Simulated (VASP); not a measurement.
Al2O3:

```
CELL_PARAMETERS angstrom
2.88432 0.00000 0.00000
-1.44216 2.49790 0.00000
0.00000 0.00000 9.33675
ATOMIC_POSITIONS crystal
Al 0.00000 0.00000 0.14999
Al 0.00000 0.00000 0.85001
O 0.33333 0.66667 0.22232
O 0.66667 0.33333 0.00000
O 0.33333 0.66667 0.77768
```

```yaml
Program: VASP 6.6.1
Task: relaxation of cell and atoms
Functional: LDA
Potentials_or_basis: VASP PAW LDA potentials, release 64 (Al, O)
Cutoff: 600 eV
k_mesh: 12 × 12 × 2
Occupations: gaussian, width 0.01 eV
Spin: no spin polarisation
```

At the start: pressure -6.6 GPa; volume 13.45 Å³/atom.

Where does the relaxation end?

Over 44 steps the energy falls by 21.7 meV/atom and the volume is 10.21 Å³/atom (-24.1 %); space group P-6m2 (No. 187, to 0.05 Å).

The path:
| step | energy change (eV) | largest force (eV/Å) | pressure (GPa) | volume (Å³) |
| --- | --- | --- | --- | --- |
| 1 | 0.0000 | 0.5014 | -6.60 | 67.27 |
| 3 | -0.0602 | 0.3680 | -0.42 | 64.80 |
| 5 | -0.0652 | 0.0219 | -0.11 | 64.45 |
| 7 | -0.0653 | 0.0426 | 0.13 | 64.32 |
| 9 | -0.0654 | 0.0451 | 0.09 | 64.27 |
| 11 | -0.0655 | 0.0758 | -0.07 | 64.02 |
| 13 | -0.0657 | 0.0508 | -0.02 | 64.10 |
| 15 | -0.0662 | 0.0554 | -0.10 | 63.95 |
| 17 | -0.0680 | 0.0730 | -0.38 | 63.35 |
| 19 | -0.0705 | 0.3064 | -1.38 | 60.92 |
| 21 | -0.0708 | 0.3096 | -1.40 | 60.79 |
| 23 | -0.0724 | 0.3177 | -1.51 | 60.21 |
| 25 | -0.0795 | 0.3351 | -1.72 | 57.90 |
| 27 | -0.0598 | 0.3446 | 0.94 | 48.60 |
| 29 | -0.0860 | 0.4428 | 0.51 | 51.27 |
| 31 | -0.0841 | 0.4507 | 0.67 | 50.91 |
| 33 | -0.0859 | 0.3823 | 0.45 | 50.22 |
| 35 | -0.0979 | 0.2369 | 0.13 | 50.51 |
| 37 | -0.1079 | 0.1302 | -0.51 | 51.08 |
| 39 | -0.1087 | 0.0031 | 0.08 | 51.02 |
| 41 | -0.1087 | 0.0095 | 0.04 | 51.02 |
| 43 | -0.1087 | 0.0060 | 0.03 | 51.03 |
| 44 | -0.1087 | 0.0042 | -0.02 | 51.05 |

Final structure:
```
Al O
1.0
     2.84244    0.00000    0.00000
    -1.42122    2.46163    0.00000
     0.00000    0.00000    7.29545
Al O
2 3
Direct
  0.00000 0.00000 0.18827
  0.00000 0.00000 0.81173
  0.33333 0.66667 0.27970
  0.66667 0.33333 0.00000
  0.33333 0.66667 0.72030
```

Caveat: the volume moved by over 15 % at a fixed basis, so the end points are rough.
